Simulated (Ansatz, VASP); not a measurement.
## Ni: VASP beside Ansatz

File POSCAR:

```
Ni
1.0
    0.0000000000      1.7330608651      1.7330608651
    1.7330608651      0.0000000000      1.7330608651
    1.7330608651      1.7330608651      0.0000000000
Ni
1
Direct
    0.0000000000      0.0000000000      0.0000000000
```

INCAR.step1

```
PREC = Accurate ; ENCUT = 520
ISMEAR = -1 ; SIGMA = 0.1
LREAL = F ; LASPH = T
NELM = 100 ; NBANDS = 11
GGA = PE ; ALGO = Normal
EDIFF = 1E-4 ; LWAVE = T
LCHARG = F
```

INCAR.step2

```
PREC = Accurate ; ENCUT = 520
EDIFF = 1E-6 ; ISMEAR = -1
SIGMA = 0.1 ; LREAL = F
LASPH = T ; NELM = 100
ALGO = Normal ; ISIF = 2
LWAVE = F ; LCHARG = F
METAGGA = R2SCAN ; LMIXTAU = T
NBANDS = 11 ; ISTART = 1
```

The input KPOINTS:

```
regular mesh
0
Gamma
  5 5 5
```

Input for Ansatz:

```yaml
crystal:
  lattice:
    - [0.0, 1.7330608651, 1.7330608651]
    - [1.7330608651, 0.0, 1.7330608651]
    - [1.7330608651, 1.7330608651, 0.0]
  atoms:
    - { symbol: Ni, position: [0.0, 0.0, 0.0] }
hamiltonian:
  xc: r2scan
  pseudopotentials:
    kind: paw
    azcp:
      Ni: "pseudopotentials/Ni.paw.azcp"
basis:
  ecutwfc: 500
  fft_grid_basis: typed
kpoints:
  mp_grid: { grid: [5, 5, 5], shift: [0, 0, 0] }
magnetization:
  spin_polarized: false
scf:
  occupations: { method: fermi_dirac, width: 0.1 }
  lower_state_search: "off"
output:
  stress: true
```

Alike in both runs: task single point; functional r2SCAN; k mesh 5 × 5 × 5; occupations fermi-dirac, width 0.1 eV; no spin polarisation.

|  | VASP | Ansatz |
| --- | --- | --- |
| version | VASP 6.6.1 | Ansatz 0.2.0 |
| potentials or method | VASP PAW PBE potentials, release 64 (Ni), cutoff 520 eV | plane waves (500 eV) with PAW, scalar-relativistic |
| valence electrons in the cell | 10 | 18 |

|  | VASP | Ansatz | Ansatz less VASP |
| --- | --- | --- | --- |
| pressure (GPa) | 3.4 | 2.9 | -0.54 |

VASP's potentials were made for PBE, not for r2SCAN. With one functional, cell and mesh, what is left measures potentials, basis and numerics. VASP's potentials hold 10 valence electrons a cell and Ansatz's 18, so a difference there can come from the potentials and not from the codes.

The k mesh is coarse, so the values compare programs but aren't converged.
